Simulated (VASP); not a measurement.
# Sr3Ca (R3m) in VASP: single point with LDA

Aim: the single point of Sr3Ca with LDA.

All numbers are computed with VASP 6.6.1; they aren't measurements. Logs are shortened: lines on timing, memory, paths and dates and some standing lists are left out, and cuts for length are marked.

**1. The cell of the first run**

The typed cell holds 4 atoms: a = 6.690 Å, b = 6.690 Å, c = 6.690 Å, α = 60.00°, β = 60.00°, γ = 60.00°.

**2. Single point, LDA**

Contents of INCAR:

```
ALGO = Normal
EDIFF = 1E-6
ENCUT = 520
ISIF = 2
ISMEAR = 0
LASPH = True
LCHARG = False
LREAL = False
LWAVE = False
NBANDS = 28
NELM = 80
PREC = Accurate
SIGMA = 0.1
```

Contents of KPOINTS:

```
k-points
0
Gamma
  4 4 4
```

Contents of POSCAR:

```
Sr3Ca
1.0
    0.0000000000      4.7304520000      4.7304520000
    4.7304520000      0.0000000000      4.7304520000
    4.7304520000      4.7304520000      0.0000000000
Sr Ca
3 1
Direct
    0.2499835244      0.2500494268      0.2499835244
    0.7499265316      0.7502204051      0.7499265316
    0.5000000000      0.5000000000      0.5000000000
   -0.0000713418      0.0002140255     -0.0000713418
```

Potentials or basis: VASP PAW LDA potentials, release 64 (Sr_sv, Ca_sv).

On the command line:

```console
> cat potpaw_LDA.64/Sr_sv/POTCAR potpaw_LDA.64/Ca_sv/POTCAR > POTCAR
> mpirun -np 1 vasp_std > vasp.out
```

OUTCAR:

```text
EDIFF = 1E-6
   ENCUT = 520
   ISIF = 2
   ISMEAR = 0
   LASPH = True
   LREAL = False
   NELM = 80
   PREC = Accurate

 ion  position               nearest neighbor table
   1  0.250  0.250  0.250-   4 4.10   4 4.10   4 4.10   3 4.10   3 4.10   3 4.10   3 4.10   4 4.10
                             2 4.73   2 4.73   2 4.73   2 4.73   2 4.73   2 4.73
   2  0.750  0.750  0.750-   3 4.10   4 4.10   4 4.10   4 4.10   4 4.10   3 4.10   3 4.10   3 4.10
                             1 4.73   1 4.73   1 4.73   1 4.73   1 4.73   1 4.73
   3  0.500  0.500  0.500-   2 4.10   1 4.10   1 4.10   1 4.10   1 4.10   2 4.10   2 4.10   2 4.10

   4  1.000  0.000  1.000-   1 4.10   1 4.10   1 4.10   2 4.10   2 4.10   2 4.10   2 4.10   1 4.10

  LATTYP: Found a face centered cubic cell.
 ALAT       =     9.4609040000

  Lattice vectors:

 A1 = (   0.0000000000,   4.7304520000,   4.7304520000)
 A2 = (   4.7304520000,   0.0000000000,   4.7304520000)
 A3 = (   4.7304520000,   4.7304520000,   0.0000000000)

Analysis of symmetry for initial positions (statically):
=====================================================================
 Subroutine PRICEL returns:
 Original cell was already a primitive cell.

 Routine SETGRP: Setting up the symmetry group for a
 face centered cubic supercell.

 Subroutine GETGRP returns: Found  6 space group operations
 (whereof  6 operations were pure point group operations)
 out of a pool of 48 trial point group operations.

The static configuration has the point symmetry C_3v.

Analysis of symmetry for dynamics (positions and initial velocities):
=====================================================================
 Subroutine PRICEL returns:
 Original cell was already a primitive cell.

 Routine SETGRP: Setting up the symmetry group for a
 face centered cubic supercell.

 Subroutine GETGRP returns: Found  6 space group operations
 (whereof  6 operations were pure point group operations)
 out of a pool of 48 trial point group operations.

The dynamic configuration has the point symmetry C_3v.

 Subroutine INISYM returns: Found  6 space group operations
 (whereof  6 operations are pure point group operations),
 and found     1 'primitive' translations

----------------------------------------------------------------------------------------

                                     Primitive cell

  volume of cell :     211.7083

  direct lattice vectors                    reciprocal lattice vectors
     0.000000000  4.730452000  4.730452000    -0.105698145  0.105698145  0.105698145
     4.730452000  0.000000000  4.730452000     0.105698145 -0.105698145  0.105698145
     4.730452000  4.730452000  0.000000000     0.105698145  0.105698145 -0.105698145

  length of vectors
     6.689869375  6.689869375  6.689869375     0.183074557  0.183074557  0.183074557

  position of ions in fractional coordinates (direct lattice)
     0.249983524  0.250049427  0.249983524
     0.749926532  0.750220405  0.749926532
     0.500000000  0.500000000  0.500000000
     0.999928658  0.000214026  0.999928658

  ion indices of the primitive-cell ions
   primitive index   ion index
                 1           1
                 2           2
                 3           3
                 4           4

----------------------------------------------------------------------------------------

 KPOINTS: k-points

Automatic generation of k-mesh.
 Grid dimensions read from file:
 generate k-points for:    4    4    4

 Generating k-lattice:

  Cartesian coordinates                     Fractional coordinates (reciprocal lattice)
    -0.026424536  0.026424536  0.026424536     0.250000000  0.000000000  0.000000000
     0.026424536 -0.026424536  0.026424536     0.000000000  0.250000000  0.000000000
     0.026424536  0.026424536 -0.026424536     0.000000000  0.000000000  0.250000000

  Length of vectors
     0.045768639  0.045768639  0.045768639

  Shift w.r.t. Gamma in fractional coordinates (k-lattice)
     0.000000000  0.000000000  0.000000000

 Subroutine IBZKPT returns following result:
 ===========================================

 Found     13 irreducible k-points:

 Following reciprocal coordinates:
            Coordinates               Weight
  0.000000  0.000000  0.000000      1.000000
  0.250000  0.000000  0.000000      6.000000
  0.000000  0.250000  0.000000      2.000000
  0.500000  0.000000  0.000000      3.000000
  0.000000  0.500000  0.000000      1.000000
  0.250000  0.250000  0.000000      6.000000
  0.500000  0.250000  0.000000      6.000000
  0.000000  0.500000  0.250000      6.000000
  0.250000  0.000000  0.500000     12.000000
 -0.250000  0.250000  0.000000      6.000000
  0.250000  0.000000 -0.250000      6.000000
  0.500000  0.500000  0.000000      3.000000
 -0.250000  0.500000  0.250000      6.000000
   k-points           NKPTS =     13   k-points in BZ     NKDIM =     13   number of bands    NBANDS=     28
   number of dos      NEDOS =    301   number of ions     NIONS =      4
   total plane-waves  NPLWV = 125000
   dimension x,y,z NGX =    50 NGY =   50 NGZ =   50
   dimension x,y,z NGXF=   100 NGYF=  100 NGZF=  100
   ions per type =               3   1
   NGX,Y,Z   is equivalent  to a cutoff of  12.43, 12.43, 12.43 a.u.
   NGXF,Y,Z  is equivalent  to a cutoff of  24.85, 24.85, 24.85 a.u.
 SYSTEM =  unknown system
   PREC   = accura    normal or accurate (medium, high low for compatibility)
   ISTART =      0    job   : 0-new  1-cont  2-samecut
   ICHARG =      2    charge: 1-file 2-atom 10-const
   ISPIN  =      1    spin polarized calculation?
   LNONCOLLINEAR =      F non collinear calculations
   LSORBIT =      F    spin-orbit coupling
   LASPH  =      T    aspherical Exc in radial PAW
   ENCUT  =  520.0 eV  38.22 Ry    6.18 a.u.  12.44 12.44 12.44*2*pi/ulx,y,z
   NELM   =     80;   NELMIN=  2; NELMDL= -5     # of ELM steps
   EDIFF  = 0.1E-05   stopping-criterion for ELM
   LREAL  =      F    real-space projection
   EDIFFG = 0.1E-04   stopping-criterion for IOM
   NSW    =      0    number of steps for IOM
   IBRION =     -1    ionic relax: 0-MD 1-quasi-New 2-CG
   NFREE  =      0    steps in history (QN), initial steepest desc. (CG)
   ISIF   =      2    stress and relaxation
   ISYM   =      2    0-nonsym 1-usesym 2-fastsym
   POTIM  = 0.5000    time-step for ionic-motion
   TEBEG  =    0.0;   TEEND  =   0.0 temperature during run
   PSTRESS=    0.0 pullay stress
   NELECT =      40.0000    total number of electrons
   NUPDOWN=      -1.0000    fix difference up-down
   EMIN   =  10.00;   EMAX   =-10.00  energy-range for DOS
   EFERMI =   0.00;   METHOD = LEGACY
   ISMEAR =     0;   SIGMA  =   0.10  broadening in eV -4-tet -1-fermi 0-gaus
   EFERMI_NEDOS =   21; number of points for ismear=-14 and -15
   IALGO  =     38    algorithm
   IMIX   =      4    mixing-type and parameters
     AMIX     =   0.40;   BMIX     =  1.00
     AMIX_MAG =   1.60;   BMIX_MAG =  1.00
  volume/ion in A,a.u.               =      52.93       357.17
  Fermi-wavevector in a.u.,A,eV,Ry     =   0.939396  1.775202 12.006671  0.882465
  Thomas-Fermi vector in A             =   2.066704
   LORBIT       =      0    0 simple, 1 ext, 2 COOP (PROOUT), +10 PAW based schemes
   GGA     = CA    functional components
   LHFCALC =     F    Hartree Fock is set to
   AEXX    =    0.0000 exact exchange contribution
   IVDW    =     0    specifies the selected vdW correction
   LEPSILON=     F    determine dielectric tensor
   LRPA    =     F    only Hartree local field effects (RPA)
 non-spin polarized calculation
 Gauss-broadening in eV      SIGMA  =   0.10
  energy-cutoff  :      520.00
  volume of cell :      211.71
 maximum number of plane-waves:      5769
 NGX is ok and might be reduce to    50
   NGX = 25   NGY = 25   NGZ = 25

 number of electron      40.0000001 magnetization

 Free energy of the ion-electron system (eV)
  ---------------------------------------------------
  ext. energy  EPLUGINS =         0.00000000
  ---------------------------------------------------
  free energy    TOTEN  =        -7.62583576 eV

  energy without entropy =       -7.58659665  energy(sigma->0) =       -7.60621620

 E-fermi :   1.4571     XC(G=0):  -7.5727

 val. band max:        1.4279863768   @ k =  -0.2500   0.2500   0.0000
 cond. band min:       1.4795924532   @ k =   0.5000   0.0000   0.0000
 fundamental gap:      0.0516060763
 Fermi energy:         1.4571372604

 k-point     1 :       0.0000    0.0000    0.0000
  band No.  band energies     occupation
      1     -40.5486      2.00000
      2     -34.9812      2.00000
      3     -34.9610      2.00000
      4     -34.9561      2.00000
      5     -21.8180      2.00000
      6     -21.8180      2.00000
[... 20 lines left out ...]
     27       3.5797      0.00000
     28       3.5798      0.00000

 k-point     2 :       0.2500    0.0000    0.0000
  band No.  band energies     occupation
      1     -40.5486      2.00000
      2     -34.9788      2.00000
      3     -34.9615      2.00000
      4     -34.9580      2.00000
      5     -21.8180      2.00000
      6     -21.8180      2.00000
[... 20 lines left out ...]
     27       3.2948      0.00000
     28       3.3436      0.00000

 k-point     3 :       0.0000    0.2500    0.0000
  band No.  band energies     occupation
      1     -40.5486      2.00000
      2     -34.9788      2.00000
      3     -34.9615      2.00000
      4     -34.9580      2.00000
      5     -21.8180      2.00000
      6     -21.8180      2.00000
[... 20 lines left out ...]
     27       3.2947      0.00000
     28       3.3435      0.00000

 k-point     4 :       0.5000    0.0000    0.0000
  band No.  band energies     occupation
      1     -40.5486      2.00000
      2     -34.9757      2.00000
      3     -34.9626      2.00000
      4     -34.9600      2.00000
      5     -21.8180      2.00000
      6     -21.8180      2.00000
[... 237 lines left out ...]
     27       3.0138      0.00000
     28       3.3659      0.00000

 k-point    12 :       0.5000    0.5000    0.0000
  band No.  band energies     occupation
      1     -40.5486      2.00000
      2     -34.9731      2.00000
      3     -34.9632      2.00000
      4     -34.9621      2.00000
      5     -21.8181      2.00000
      6     -21.8181      2.00000
[... 20 lines left out ...]
     27       3.3860      0.00000
     28       3.3872      0.00000

 k-point    13 :      -0.2500    0.5000    0.2500
  band No.  band energies     occupation
      1     -40.5486      2.00000
      2     -34.9731      2.00000
      3     -34.9626      2.00000
      4     -34.9626      2.00000
      5     -21.8181      2.00000
      6     -21.8180      2.00000
[... 20 lines left out ...]
     27       2.8928      0.00000
     28       2.9396      0.00000

------------------------ aborting loop because EDIFF is reached ----------------------------------------

  FORCE on cell =-STRESS in cart. coord.  units (eV):
  Direction    XX          YY          ZZ          XY          YZ          ZX
  --------------------------------------------------------------------------------------
  -------------------------------------------------------------------------------------
  Total       -2.7065544     -2.7065544     -2.7065544     -0.0003914     -0.0003914      0.0003914
  in kB      -20.4828047    -20.4828047    -20.4828047     -0.0029620     -0.0029620      0.0029620
  external PRESSURE =     -20.4828047 kB  Pullay stress =       0.0000000 kB

 VOLUME and BASIS-vectors are now :
 -----------------------------------------------------------------------------
  energy-cutoff  :      520.00
  volume of cell :      211.71
      direct lattice vectors                 reciprocal lattice vectors
     0.000000000  4.730452000  4.730452000    -0.105698145  0.105698145  0.105698145
     4.730452000  0.000000000  4.730452000     0.105698145 -0.105698145  0.105698145
     4.730452000  4.730452000  0.000000000     0.105698145  0.105698145 -0.105698145

 POSITION                                       TOTAL-FORCE (eV/Angst)
 -----------------------------------------------------------------------------------
      2.36538      2.36507      2.36538         0.000181     -0.000181      0.000181
      7.09637      7.09498      7.09637        -0.000552      0.000552     -0.000552
      4.73045      4.73045      4.73045         0.000581     -0.000581      0.000581
      4.73113      9.46023      4.73113        -0.000211      0.000211     -0.000211
 -----------------------------------------------------------------------------------
    total drift:                               -0.000009      0.000008     -0.000009

  FREE ENERGIE OF THE ION-ELECTRON SYSTEM (eV)
  ---------------------------------------------------
  free  energy   TOTEN  =        -7.6258357592 eV

  energy  without entropy=       -7.5865966467  energy(sigma->0) =       -7.60621620
```

Wall time 65 s (1 thread of Intel Xeon Platinum 8375C at 2.90GHz (Ice Lake), shared host); peak memory 0.3 GiB.

Results:

| Quantity | Value |
| --- | --- |
| Free energy | -7.6258 eV |
| Pressure | -2.0 GPa |
| Band gap on the k mesh | zero (band 20 reaches 1.64 eV, above the bottom of band 21 at 1.43 eV) |

Levels at points of the mesh, in eV from the Fermi level:
```
           k point  band 18  band 19  band 20  band 21  band 22  band 23
(0.00, 0.00, 0.00)    -0.12    -0.12     0.18     0.18     0.18     0.41
(0.50, 0.00, 0.00)    -2.27     0.02     0.02     0.25     0.25     0.49
(0.00, 0.50, 0.00)    -2.27     0.02     0.02     0.25     0.25     0.49
(0.50, 0.50, 0.00)    -1.84    -1.10    -0.97     0.17     0.17     1.11
```
